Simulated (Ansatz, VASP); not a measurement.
Bi: VASP beside Ansatz

```
Bi
1.0
     4.53900    0.00000    0.00000
    -2.26950    3.93089    0.00000
     0.00000    0.00000   11.59242
Bi
2
Cartesian
  0.0000 2.6206 2.8981
  2.2695 1.3103 8.6943
```

Change from the starting cell: zz strain of -2 %.

Alike in both runs: task single point; functional PBEsol; k mesh 9 × 9 × 3; occupations fermi-dirac, width 0.03 eV; no spin polarisation.

```csv
,VASP,Ansatz
version,VASP 6.6.1,Ansatz 0.2.0
potentials or method,"VASP PAW PBE potentials, release 64 (Bi_d), cutoff 520 eV","all-electron LAPW, scalar-relativistic"
```

|  | VASP | Ansatz | Ansatz less VASP |
| --- | --- | --- | --- |
| pressure (GPa) | -3.7 | -3.6 | +0.02 |
| traceless stress, the component that is largest in VASP (GPa) | 3.15 | 3.15 | +0.003 |

VASP's potentials were made for PBE, not for PBEsol. Ansatz ran all-electron here, and VASP with PAW potentials.

Spin-orbit coupling is off throughout.
